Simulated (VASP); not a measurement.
A run of VASP 6.6.1:

Contents of INCAR:

```
PREC = Accurate
ENCUT = 520
EDIFF = 1E-6
ISMEAR = 0
SIGMA = 0.1
LREAL = False
LASPH = True
NELM = 80
ALGO = Normal
ISIF = 2
LWAVE = False
LCHARG = True
GGA = PS
LELF = True
LVHAR = True
NBANDS = 24
```

Contents of KPOINTS:

```
Automatic mesh
0
Gamma
  18 18 18
```

POSCAR

```
CoPtO2
1.0
    1.4050915612      0.8112299911      5.8988731693
   -1.4050915612      0.8112299911      5.8988731693
    0.0000000000     -1.6224599822      5.8988731693
Co Pt O
1 1 2
Direct
    0.5000000000      0.5000000000      0.5000000000
    0.0000000000      0.0000000000      0.0000000000
    0.8877632707      0.8877632707      0.8877632707
    0.1122367293      0.1122367293      0.1122367293
```

Potentials or basis: VASP PAW PBE potentials, release 64 (Co, Pt, O).

Launch:

```console
$ cat potpaw_PBE.64/Co/POTCAR potpaw_PBE.64/Pt/POTCAR potpaw_PBE.64/O/POTCAR > POTCAR
$ mpirun -np 1 vasp_std > vasp.out
```

Hardware: 1 thread of Intel(R) Xeon(R) 6975P-C (Granite Rapids), with other jobs on the host.

Estimate the wall time of this run.

Run time: 15 min on 1 thread of Intel(R) Xeon(R) 6975P-C (Granite Rapids), on a shared host, peak memory 0.79 GiB. Counts: scf iterations 16, k points 580.
